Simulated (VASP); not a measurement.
Wanted: the native input for a VASP 6.6.1 run.

| Quantity | Value |
| --- | --- |
| Task | single point |
| Functional | PBE |
| Potentials or basis | VASP PAW PBE potentials, release 64 (Ca_sv) |
| Cutoff | 520 eV |
| k mesh | 12 × 12 × 8 |
| Occupations | gaussian, width 0.1 eV |
| Spin | no spin polarisation |
| Dipole correction | no |
| Further INCAR settings | ALGO = Fast; EDIFF = 1e-07; NBANDS = 17 |

The structure of Ca lies in POSCAR:

```
Ca
1.0
    2.0340414227     -3.3387854940      0.0000000000
    2.0340414227      3.3387854940      0.0000000000
    0.0000000000      0.0000000000      6.8655506989
Ca
2
Direct
    0.8444218486      0.1555781514      0.2500000000
    0.1555781514      0.8444218486      0.7500000000
```

This cell differs from its parent crystal: strained and its atoms moved.

The input as run:

INCAR

```
SYSTEM = Ca
PREC = Accurate
ENCUT = 520
EDIFF = 1E-7
ISMEAR = 0
SIGMA = 0.1
LREAL = .FALSE.
LASPH = .TRUE.
NELM = 100
ALGO = Fast
ISIF = 2
LWAVE = .FALSE.
LCHARG = .TRUE.
GGA = PE
LELF = .TRUE.
LVHAR = .TRUE.
NBANDS = 17
```

KPOINTS

```
Automatic mesh
0
G
  12 12 8
  0 0 0
```

Potentials or basis: VASP PAW PBE potentials, release 64 (Ca_sv).

Launch:

```console
$ cat potpaw_PBE.64/Ca_sv/POTCAR > POTCAR
$ mpirun -np 1 vasp_std > vasp.out
```

It gave:

| Item | Value |
| --- | --- |
| Pressure | -1.4 GPa |
| Largest force | 0.083 eV/Å |
| Band gap on the k mesh | zero (bands 10 and 11 overlap by 0.73 eV) |

Caveat: the cell differs from its parent crystal (strained and its atoms moved).

It took 11 min on 1 thread of Intel(R) Xeon(R) Platinum 8375C CPU @ 2.90GHz (Ice Lake), with other jobs on the host, peak memory 0.42 GiB.
